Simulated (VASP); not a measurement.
# N2 in VASP: single point with PBE

Aim: the single point of N2 with PBE.

Everything below comes from runs of VASP 6.6.1. Logs are shortened: lines on timing, memory, paths and dates and some standing lists are left out, and cuts for length are marked.

## (1) The cell of the first run

The cell holds a molecule in a box, 2 atoms: a = 9.000 Å, b = 9.500 Å, c = 10.000 Å, α = 90.00°, β = 90.00°, γ = 90.00°.

## (2) Single point, PBE

INCAR

```
PREC = Accurate
ENCUT = 520
EDIFF = 1E-6
ISMEAR = -1
SIGMA = 0.05
LREAL = False
LASPH = True
NELM = 80
ALGO = Normal
ISIF = 2
LWAVE = False
LCHARG = False
GGA = PE
NBANDS = 12
```

KPOINTS

```
Automatic mesh
0
Gamma
  1 1 1
```

POSCAR

```
N
1.0
    9.0000000000      0.0000000000      0.0000000000
    0.0000000000      9.5000000000      0.0000000000
    0.0000000000      0.0000000000     10.0000000000
N
2
Direct
    0.5000000000      0.5000000000      0.4448898566
    0.5000000000      0.5000000000      0.5551101434
```

Potentials or basis: VASP PAW PBE potentials, release 64 (N).

Run with:

```console
cat potpaw_PBE.64/N/POTCAR > POTCAR
mpirun -np 1 vasp_gam > vasp.out
```

OUTCAR:

```text
PREC = Accurate
   ENCUT = 520
   EDIFF = 1E-6
   ISMEAR = -1
   LREAL = False
   LASPH = True
   NELM = 80
   ISIF = 2
   GGA = PE

 ion  position               nearest neighbor table
   1  0.500  0.500  0.445-   2 1.10
   2  0.500  0.500  0.555-   1 1.10

  LATTYP: Found a simple orthorhombic cell.
 ALAT       =     9.0000000000
 B/A-ratio  =     1.0555555556
 C/A-ratio  =     1.1111111111

  Lattice vectors:

 A1 = (   9.0000000000,   0.0000000000,   0.0000000000)
 A2 = (   0.0000000000,   9.5000000000,   0.0000000000)
 A3 = (   0.0000000000,   0.0000000000,  10.0000000000)

Analysis of symmetry for initial positions (statically):
=====================================================================
 Subroutine PRICEL returns:
 Original cell was already a primitive cell.

 Routine SETGRP: Setting up the symmetry group for a
 simple orthorhombic supercell.

 Subroutine GETGRP returns: Found  8 space group operations
 (whereof  8 operations were pure point group operations)
 out of a pool of  8 trial point group operations.

The static configuration has the point symmetry D_2h.

Analysis of symmetry for dynamics (positions and initial velocities):
=====================================================================
 Subroutine PRICEL returns:
 Original cell was already a primitive cell.

 Routine SETGRP: Setting up the symmetry group for a
 simple orthorhombic supercell.

 Subroutine GETGRP returns: Found  8 space group operations
 (whereof  8 operations were pure point group operations)
 out of a pool of  8 trial point group operations.

The dynamic configuration has the point symmetry D_2h.

 Subroutine INISYM returns: Found  8 space group operations
 (whereof  8 operations are pure point group operations),
 and found     1 'primitive' translations

----------------------------------------------------------------------------------------

                                     Primitive cell

  volume of cell :     855.0000

  direct lattice vectors                    reciprocal lattice vectors
     9.000000000  0.000000000  0.000000000     0.111111111  0.000000000  0.000000000
     0.000000000  9.500000000  0.000000000     0.000000000  0.105263158  0.000000000
     0.000000000  0.000000000 10.000000000     0.000000000  0.000000000  0.100000000

  length of vectors
     9.000000000  9.500000000 10.000000000     0.111111111  0.105263158  0.100000000
[... 54 lines left out ...]
   LASPH  =      T    aspherical Exc in radial PAW
   ENCUT  =  520.0 eV  38.22 Ry    6.18 a.u.  16.73 17.66 18.59*2*pi/ulx,y,z
   NELM   =     80;   NELMIN=  2; NELMDL= -5     # of ELM steps
   EDIFF  = 0.1E-05   stopping-criterion for ELM
   LREAL  =      F    real-space projection
   EDIFFG = 0.1E-04   stopping-criterion for IOM
   NSW    =      0    number of steps for IOM
   IBRION =     -1    ionic relax: 0-MD 1-quasi-New 2-CG
   NFREE  =      0    steps in history (QN), initial steepest desc. (CG)
   ISIF   =      2    stress and relaxation
   ISYM   =      2    0-nonsym 1-usesym 2-fastsym
   POTIM  = 0.5000    time-step for ionic-motion
   TEBEG  =    0.0;   TEEND  =   0.0 temperature during run
   PSTRESS=    0.0 pullay stress
   NELECT =      10.0000    total number of electrons
   NUPDOWN=      -1.0000    fix difference up-down
   EMIN   =  10.00;   EMAX   =-10.00  energy-range for DOS
   EFERMI =   0.00;   METHOD = LEGACY
   ISMEAR =    -1;   SIGMA  =   0.05  broadening in eV -4-tet -1-fermi 0-gaus
   EFERMI_NEDOS =   21; number of points for ismear=-14 and -15
   IALGO  =     38    algorithm
   IMIX   =      4    mixing-type and parameters
     AMIX     =   0.40;   BMIX     =  1.00
     AMIX_MAG =   1.60;   BMIX_MAG =  1.00
  volume/ion in A,a.u.               =     427.50      2884.91
  Fermi-wavevector in a.u.,A,eV,Ry     =   0.371609  0.702239  1.878872  0.138093
  Thomas-Fermi vector in A             =   1.299861
   LORBIT       =      0    0 simple, 1 ext, 2 COOP (PROOUT), +10 PAW based schemes
   GGA     = PE    functional components
   LHFCALC =     F    Hartree Fock is set to
   AEXX    =    0.0000 exact exchange contribution
   IVDW    =     0    specifies the selected vdW correction
   LEPSILON=     F    determine dielectric tensor
   LRPA    =     F    only Hartree local field effects (RPA)
 non-spin polarized calculation
  energy-cutoff  :      520.00
  volume of cell :      855.00
 maximum number of plane-waves:     11510
 NGX is ok and might be reduce to    70
   NGX = 33   NGY = 35   NGZ = 37

 number of electron      10.0000000 magnetization

 Free energy of the ion-electron system (eV)
  ---------------------------------------------------
  ext. energy  EPLUGINS =         0.00000000
  ---------------------------------------------------
  free energy    TOTEN  =       -16.64244500 eV

  energy without entropy =      -16.64244500  energy(sigma->0) =      -16.64244500

 E-fermi :  -8.7527     XC(G=0):  -0.6933

 val. band max:      -10.0416290250   @ k =   0.0000   0.0000   0.0000
 cond. band min:      -1.8426243644   @ k =   0.0000   0.0000   0.0000
 fundamental gap:      8.1990046606
 Fermi energy:        -8.7526722493

 k-point     1 :       0.0000    0.0000    0.0000
  band No.  band energies     occupation
      1     -28.1956      2.00000
      2     -13.3085      2.00000
      3     -11.4635      2.00000
      4     -11.4635      2.00000
      5     -10.0416      2.00000
      6      -1.8426      0.00000
      7      -1.8422      0.00000
      8      -0.2013      0.00000
      9       1.1854      0.00000
     10       1.2588      0.00000
     11       1.2843      0.00000
     12       1.5336      0.00000

------------------------ aborting loop because EDIFF is reached ----------------------------------------

  FORCE on cell =-STRESS in cart. coord.  units (eV):
  Direction    XX          YY          ZZ          XY          YZ          ZX
  --------------------------------------------------------------------------------------
  -------------------------------------------------------------------------------------
  Total       -0.0568249     -0.0550956      1.8211068      0.0000000      0.0000000      0.0000000
  in kB       -0.1064837     -0.1032433      3.4125567      0.0000000      0.0000000      0.0000000
  external PRESSURE =       1.0676099 kB  Pullay stress =       0.0000000 kB

 VOLUME and BASIS-vectors are now :
 -----------------------------------------------------------------------------
  energy-cutoff  :      520.00
  volume of cell :      855.00
      direct lattice vectors                 reciprocal lattice vectors
     9.000000000  0.000000000  0.000000000     0.111111111  0.000000000  0.000000000
     0.000000000  9.500000000  0.000000000     0.000000000  0.105263158  0.000000000
     0.000000000  0.000000000 10.000000000     0.000000000  0.000000000  0.100000000

 POSITION                                       TOTAL-FORCE (eV/Angst)
 -----------------------------------------------------------------------------------
      4.50000      4.75000      4.44890         0.000000      0.000000     -1.731834
      4.50000      4.75000      5.55110         0.000000      0.000000      1.731834
 -----------------------------------------------------------------------------------
    total drift:                                0.000000      0.000000      0.000000

  FREE ENERGIE OF THE ION-ELECTRON SYSTEM (eV)
  ---------------------------------------------------
  free  energy   TOTEN  =       -16.6424450017 eV

  energy  without entropy=      -16.6424450017  energy(sigma->0) =      -16.64244500
```

OSZICAR:

```text
N       E                     dE             d eps       ncg     rms          rms(c)
DAV:   1     0.116158350850E+03    0.11616E+03   -0.21662E+03    24   0.440E+02
DAV:   2     0.271543872626E+02   -0.89004E+02   -0.88210E+02    44   0.676E+01
DAV:   3    -0.139837798989E+02   -0.41138E+02   -0.40995E+02    32   0.802E+01
DAV:   4    -0.174985205210E+02   -0.35147E+01   -0.35132E+01    32   0.353E+01
DAV:   5    -0.175228338463E+02   -0.24313E-01   -0.24313E-01    32   0.293E+00    0.800E+00
DAV:   6    -0.168127089551E+02    0.71012E+00   -0.95955E-01    24   0.634E+00    0.454E+00
DAV:   7    -0.166454310672E+02    0.16728E+00   -0.72056E-01    32   0.534E+00    0.117E+00
DAV:   8    -0.166383459536E+02    0.70851E-02   -0.51671E-02    28   0.154E+00    0.178E-01
DAV:   9    -0.166383563914E+02   -0.10438E-04   -0.24630E-03    32   0.341E-01    0.799E-02
DAV:  10    -0.166396607803E+02   -0.13044E-02   -0.23133E-04    28   0.894E-02    0.388E-02
DAV:  11    -0.166405449408E+02   -0.88416E-03   -0.23352E-04    28   0.754E-02    0.207E-02
DAV:  12    -0.166419200863E+02   -0.13751E-02   -0.15539E-04    32   0.536E-02    0.251E-02
DAV:  13    -0.166420375080E+02   -0.11742E-03   -0.10750E-05    32   0.147E-02    0.728E-03
DAV:  14    -0.166423602978E+02   -0.32279E-03   -0.19734E-05    24   0.188E-02    0.225E-03
DAV:  15    -0.166424175565E+02   -0.57259E-04   -0.22824E-06    32   0.658E-03    0.214E-03
DAV:  16    -0.166424414416E+02   -0.23885E-04   -0.10880E-06    32   0.505E-03    0.603E-04
DAV:  17    -0.166424447894E+02   -0.33478E-05   -0.19157E-07    28   0.212E-03    0.324E-04
DAV:  18    -0.166424450017E+02   -0.21230E-06   -0.46780E-08    28   0.900E-04
   1 F= -.16642445E+02 E0= -.16642445E+02  d E =-.170631E-10
```

stdout:

```text
POSCAR found type information on POSCAR N
 POSCAR found :  1 types and       2 ions
 scaLAPACK will be used
 LDA part: xc-table for (Slater+PW92), standard interpolation
 POSCAR, INCAR and KPOINTS ok, starting setup
 FFT: planning ... GRIDC
 FFT: planning ... GRID_SOFT
 FFT: planning ... GRID
 WAVECAR not read
 entering main loop
```

It took 44 s on 1 thread of AMD EPYC 7R43 (Zen 3), shared host; peak memory 0.69 GiB.

What came out:

```
Free energy                     : -16.6424 eV
Largest force                   : 1.732 eV/Å
Gap between the frontier levels : 8.20 eV
```

Forces on the atoms (eV/Å):
```
N    0.000  0.000 -1.732
N    0.000  0.000  1.732
```

Caveat: the standard files for N, O and F lose accuracy on very short bonds.
